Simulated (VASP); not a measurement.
InSb:

```
In Sb
1.0
     0.00000    3.23910    3.23910
     3.23910    0.00000    3.23910
     3.23910    3.23910    0.00000
In Sb
1 1
Direct
  0.00000 0.00000 0.00000
  0.25000 0.25000 0.25000
```

| Item | Value |
| --- | --- |
| Program | VASP 6.6.1 |
| Task | relaxation of cell and atoms |
| Functional | PBE |
| Potentials or basis | VASP PAW PBE potentials, release 64 (In_d, Sb) |
| Cutoff | 600 eV |
| k mesh | 12 × 12 × 12 |
| Occupations | gaussian, width 0.1 eV |
| Spin | no spin polarisation |

At the start: pressure 3.1 GPa; volume 33.98 Å³/atom.

Q: How do energy, volume and symmetry change on relaxing?

A: Over 3 steps the energy falls by 22.9 meV/atom and the volume is 36.49 Å³/atom (+7.4 %); space group F-43m (No. 216, to 0.05 Å).

Step by step:
```csv
step,energy change (eV),largest force (eV/Å),pressure (GPa),volume (Å³)
1,0.0000,0.0000,3.14,67.97
2,-0.0413,0.0000,-0.81,74.73
3,-0.0458,0.0000,0.01,72.98
```

Final structure:
```cif
data_structure
_symmetry_space_group_name_H-M 'P 1'
_symmetry_Int_Tables_number 1
_cell_length_a 4.6907
_cell_length_b 4.6907
_cell_length_c 4.6907
_cell_angle_alpha 60.000
_cell_angle_beta 60.000
_cell_angle_gamma 60.000
_cell_volume 72.98
loop_
_atom_site_label
_atom_site_type_symbol
_atom_site_fract_x
_atom_site_fract_y
_atom_site_fract_z
_atom_site_occupancy
In1 In 0.00000 0.00000 0.00000 1
Sb1 Sb 0.25000 0.25000 0.25000 1
```
